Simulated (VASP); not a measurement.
Runs of VASP 6.6.1 on Al2Cu. The structure is that of space group I4/mmm (No. 139), or close to it. The cells are those of the table. 

| cell | further INCAR settings | gap on the mesh (eV) | pressure (GPa) |
| --- | --- | --- | --- |
| a = 4.166 Å, angles 123.5, 123.5, 84.1°, 3 atoms | ALGO = Fast; EDIFF = 1e-07; NBANDS = 16 | none | (b) |
| a = 4.023 Å, angles 116.5, 116.5, 96.1°, 3 atoms | ALGO = Fast; EDIFF = 1e-06; NBANDS = 16 | none | (a) |
| a = 4.044 Å, angles 117.7, 117.7, 94.1°, 3 atoms | ALGO = Fast; EDIFF = 1e-07; NBANDS = 16 | none | 0.8 |
| a = 4.139 Å, angles 122.3, 122.3, 86.0°, 3 atoms | ALGO = Fast; EDIFF = 1e-06; NBANDS = 16 | none | 0.6 |
| a = 4.245, b = 4.245, c = 4.090 Å, angles 123.5, 123.5, 86.4°, 3 atoms | ALGO = Fast; EDIFF = 1e-07; NBANDS = 16 | none | 1.7 |

Alike in all rows: task single point; level PBE; potentials or basis VASP PAW PBE potentials, release 64 (Al, Cu); no spin polarisation; k mesh 14 × 14 × 14; cutoff (eV) 520; smearing gaussian 0.15 eV.

**Question.** Fill in the values left out.

**Answer.** (a) 1.4; (b) 1.0.

A gap of «none» marks levels without a gap at the run's occupations.
